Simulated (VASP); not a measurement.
**ZnGeN: single point with PBE**

Crystal: ZnGeN.

```xyz
3
Lattice="2.7971 0.0000 0.0000 -1.3985 2.4223 0.0000 0.0000 0.0000 6.8729" Properties=species:S:1:pos:R:3 pbc="T T T"
Zn    0.0000    0.0000    3.3834
Ge    0.0000    0.0000    1.2177
N     0.0000    0.0000    6.4008
```

```yaml
Program: VASP 6.6.1
Task: single point
Functional: PBE
Potentials_or_basis: VASP PAW PBE potentials, release 64 (Zn, Ge_d, N)
Cutoff: 520 eV
k_mesh: 6 × 6 × 4
Occupations: gaussian, width 0.1 eV
Spin: no spin polarisation
Dipole_correction: no
Further_INCAR_settings: ALGO = Normal; EDIFF = 1e-06; NBANDS = 22
```

```
Pressure      : 16.6 GPa
Largest force : 3.706 eV/Å
```

Forces in eV/Å, atoms in the order of the input:
```
Zn   0.000  0.000  3.501
Ge   0.000  0.000  0.204
N    0.000  0.000 -3.706
```

Stress tensor (GPa, compression positive):
```
 5.69  0.00  0.00
 0.00  5.69  0.00
 0.00  0.00 38.56
```

Levels at points of the mesh, in eV from the Fermi level:
```tsv
k point	band 13	band 14	band 15	band 16	band 17	band 18
(0.00, 0.00, 0.00)	-6.31	-1.24	1.12	1.12	1.79	10.24
(0.50, 0.00, 0.00)	-5.34	-2.25	-1.74	0.09	0.62	3.04
(0.00, 0.00, 0.50)	-5.13	-3.48	1.13	1.13	3.93	8.61
(0.50, 0.00, 0.50)	-5.21	-2.14	-1.96	0.10	1.22	1.94
```

It took 19 s on 1 thread of Intel(R) Xeon(R) 6975P-C (Granite Rapids), with other jobs on the host, peak memory 0.18 GiB.

Caveat: the k points lie up to 0.43 Å⁻¹ apart; forces of over 1 eV/Å act on the atoms, so gaps and moduli don't describe the material at rest.
